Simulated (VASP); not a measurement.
# B (P6_3/mmc) in VASP: notebook, part 2 of 2

VASP 6.6.1. Earlier steps stand in the parts before.

### Step 5. Relaxation of cell and atoms, r2SCAN

This run uses another cell than the first one, of 7.47 Å³/atom.

Input file POSCAR:

```
B
1.0
    2.2034945065      0.0000000000      0.0000000000
   -1.1017472532      1.9082822198      0.0000000000
    0.0000000000      0.0000000000      7.1067046936
B
4
Direct
    0.0000000000      0.0000000000      0.0000000000
    0.0000000000      0.0000000000      0.5000000000
    0.3333333333      0.6666666667      0.7500000000
    0.6666666667      0.3333333333      0.2500000000
```

Input file INCAR.step1:

```
  PREC = Accurate
  ENCUT = 600
  ISMEAR = 0
  SIGMA = 0.1
  LREAL = False
  LASPH = True
  NELM = 60
  GGA = PE
  ALGO = Normal
  EDIFF = 1E-4
  LWAVE = True
  LCHARG = False
```

Input file INCAR.step2:

```
  PREC = Accurate
  ENCUT = 600
  EDIFF = 1E-7
  ISMEAR = 0
  SIGMA = 0.1
  LREAL = False
  LASPH = True
  NELM = 60
  ALGO = Normal
  ISIF = 3
  LWAVE = False
  LCHARG = False
  METAGGA = R2SCAN
  LMIXTAU = True
  IBRION = 2
  NSW = 90
  EDIFFG = -0.04
  ISTART = 1
```

Input file KPOINTS:

```
Automatic mesh
0
Gamma
  9 9 4
```

Potentials or basis: VASP PAW PBE potentials, release 64 (B).

Command:

```bash
$ cat potpaw_PBE.64/B/POTCAR > POTCAR
$ cp INCAR.step1 INCAR
$ mpirun -np 1 vasp_std > vasp.out
$ cp INCAR.step2 INCAR
$ mpirun -np 1 vasp_std > vasp.out
```

OUTCAR:

```text
PREC = Accurate
   ENCUT = 600
   EDIFF = 1E-7
   ISMEAR = 0
   LREAL = False
   LASPH = True
   NELM = 60
   ISIF = 3
   METAGGA = R2SCAN
   IBRION = 2
   NSW = 90
   EDIFFG = -0.04
   ISTART = 1

 ion  position               nearest neighbor table
   1  0.000  0.000  0.000-
   2  0.000  0.000  0.500-
   3  0.333  0.667  0.750-
   4  0.667  0.333  0.250-

  LATTYP: Found a hexagonal cell.
 ALAT       =     2.2034945065
 C/A-ratio  =     3.2251973729

  Lattice vectors:

 A1 = (   2.2034945065,   0.0000000000,   0.0000000000)
 A2 = (  -1.1017472532,   1.9082822198,   0.0000000000)
 A3 = (   0.0000000000,   0.0000000000,   7.1067046936)

Analysis of symmetry for initial positions (statically):
[... 189 lines left out ...]

 k-point     1 :       0.0000    0.0000    0.0000
  band No.  band energies     occupation
      1      -9.7653      2.00000
      2      -7.1431      2.00000
      3      -7.1426      2.00000
      4      -0.5418      2.00000
      5       2.3094      2.00000
      6      13.4048      0.00000
      7      13.4217      0.00000
      8      19.2272      0.00000
      9      19.2272      0.00000
     10      20.3659      0.00000
[... 602 lines left out ...]
--------------------------------------- Ionic step        9  -------------------------------------------

 number of electron      12.0000000 magnetization

 Free energy of the ion-electron system (eV)
  ---------------------------------------------------
  ext. energy  EPLUGINS =         0.00000000
  ---------------------------------------------------
  free energy    TOTEN  =       -23.19558212 eV

  energy without entropy =      -23.19031505  energy(sigma->0) =      -23.19294859

 E-fermi :  10.4945     XC(G=0): -14.1279

 val. band max:       10.4859280720   @ k =   0.3333   0.0000   0.0000
 cond. band min:      10.5298779721   @ k =   0.3333   0.3333   0.0000
 fundamental gap:      0.0439499001
 Fermi energy:        10.4944926013

 k-point     1 :       0.0000    0.0000    0.0000
  band No.  band energies     occupation
      1      -9.8265      2.00000
      2      -6.5816      2.00000
      3      -6.5575      2.00000
      4       0.9832      2.00000
      5       6.7994      2.00000
      6      20.1528      0.00000
      7      20.2256      0.00000
      8      22.8023      0.00000
      9      22.8023      0.00000
     10      24.4772      0.00000
[... 330 lines left out ...]
  FREE ENERGIE OF THE ION-ELECTRON SYSTEM (eV)
  ---------------------------------------------------
  free  energy   TOTEN  =       -23.1955821228 eV

  energy  without entropy=      -23.1903150514  energy(sigma->0) =      -23.19294859

 reached required accuracy - stopping structural energy minimisation
```

OUTCAR.step1:

```text
PREC = Accurate
   ENCUT = 600
   ISMEAR = 0
   LREAL = False
   LASPH = True
[... 543 lines left out ...]
      0.00000      0.00000      0.00000         0.000000      0.000000     -0.000000
      0.00000      0.00000      3.55335         0.000000      0.000000     -0.000000
     -0.00000      1.27219      5.33003         0.000000     -0.000000      0.000000
      1.10175      0.63609      1.77668        -0.000000      0.000000      0.000000
 -----------------------------------------------------------------------------------
    total drift:                               -0.000000      0.000000     -0.000000

  FREE ENERGIE OF THE ION-ELECTRON SYSTEM (eV)
  ---------------------------------------------------
  free  energy   TOTEN  =       -20.1278937602 eV

  energy  without entropy=      -20.1183852045  energy(sigma->0) =      -20.12313948
```

Run time: 6.9 min. Hardware: 1 thread of Intel Xeon Platinum 8259CL at 2.50GHz (Skylake/Cascade Lake), shared host; peak memory 0.15 GiB.

Results:

| Property | Result |
| --- | --- |
| Free energy | -23.1956 eV |
| Relaxed volume | 5.90 Å³/atom |
| Relaxed cell | a = 2.090 Å, b = 2.090 Å, c = 6.238 Å, α = 90.00°, β = 90.00°, γ = 120.00° |
| Space group after relaxing (to 0.1 Å) | P6_3/mmc (No. 194) |
| Energy gained by relaxing | 268.6 meV/atom |
| Ionic steps | 9 |
| Pressure after relaxing | -0.1 GPa |
| Band gap on the k mesh | zero (bands 6 and 7 overlap by 12.02 eV) |

Stress tensor (GPa, compression positive):
```
 0.06  0.00  0.00
 0.00  0.06  0.00
 0.00  0.00 -0.29
```

The path:
```csv
step,energy change (eV),largest force (eV/Å),pressure (GPa),volume (Å³)
1,0.0000,0.0000,-39.97,29.88
2,-0.9836,0.0000,11.76,22.52
3,-1.0106,0.0000,0.85,23.35
4,-1.0589,0.0000,2.27,23.29
5,-1.0532,0.0000,7.23,23.14
6,-1.0697,0.0000,4.16,23.22
7,-1.0700,0.0000,3.92,23.23
8,-1.0735,0.0000,-1.76,23.76
9,-1.0744,0.0000,-0.05,23.59
```

Final structure:
```yaml
crystal:
  lattice:
    - [2.08969, 0.00000, 0.00000]
    - [-1.04484, 1.80972, 0.00000]
    - [0.00000, 0.00000, 6.23825]
  atoms:
    - { symbol: B, position: [0.00000, 0.00000, 0.00000] }
    - { symbol: B, position: [0.00000, 0.00000, 0.50000] }
    - { symbol: B, position: [0.33333, 0.66667, 0.75000] }
    - { symbol: B, position: [0.66667, 0.33333, 0.25000] }
```

Levels at points of the mesh, in eV from the Fermi level:
```csv
k point,band 2,band 3,band 4,band 5,band 6,band 7,band 8,band 9,band 10
"(0.00, 0.00, 0.00)",-17.08,-17.05,-9.51,-3.70,9.66,9.73,12.31,12.31,13.98
"(0.00, 0.00, 0.50)",-19.50,-13.12,-13.12,1.48,1.48,12.80,12.80,12.80,12.80
```

Caveat: the k points lie up to 0.39 Å⁻¹ apart in the final cell, too coarse for converged energies and pressures of a metal; the volume moved by over 15 % at a fixed basis, so the end points are rough; the PAW data sets were made with another functional, which shifts forces and pressure a little.

### Step 6. Overview

```csv
task,cell,k mesh,cutoff (eV),gap on the mesh (eV),pressure (GPa),relaxed volume (Å³/atom)
relaxation of cell and atoms,"relaxed from a = 2.329, b = 2.329, c = 5.460 Å, angles 90.0, 90.0, 120.0°, 4 atoms",24 × 24 × 8,600,none,-0.1,6.41
single point,"a = 2.090, b = 2.090, c = 6.239 Å, angles 90.0, 90.0, 120.0°, 4 atoms",9 × 9 × 4,520,none,-0.2,-
single point,"a = 2.203, b = 2.203, c = 7.107 Å, angles 90.0, 90.0, 120.0°, 4 atoms",9 × 9 × 4,520,none,-39.9,-
relaxation of cell and atoms,"relaxed from a = 2.203, b = 2.203, c = 7.107 Å, angles 90.0, 90.0, 120.0°, 4 atoms",9 × 9 × 4,600,none,-0.1,5.90
```

Alike in all rows: level r2SCAN; potentials or basis VASP PAW PBE potentials, release 64 (B); no spin polarisation; smearing gaussian 0.1 eV.

Caveats: some runs use coarse meshes; the PAW data sets were made with another functional, which shifts forces and pressure a little; the volume moved by over 15 % at a fixed basis, so the end points are rough (at least some runs).

Total energies depend on the potentials used, so only differences within one code and one set of settings carry meaning.

The gap in the log of VASP goes by the Fermi energy; the results here count the filled bands.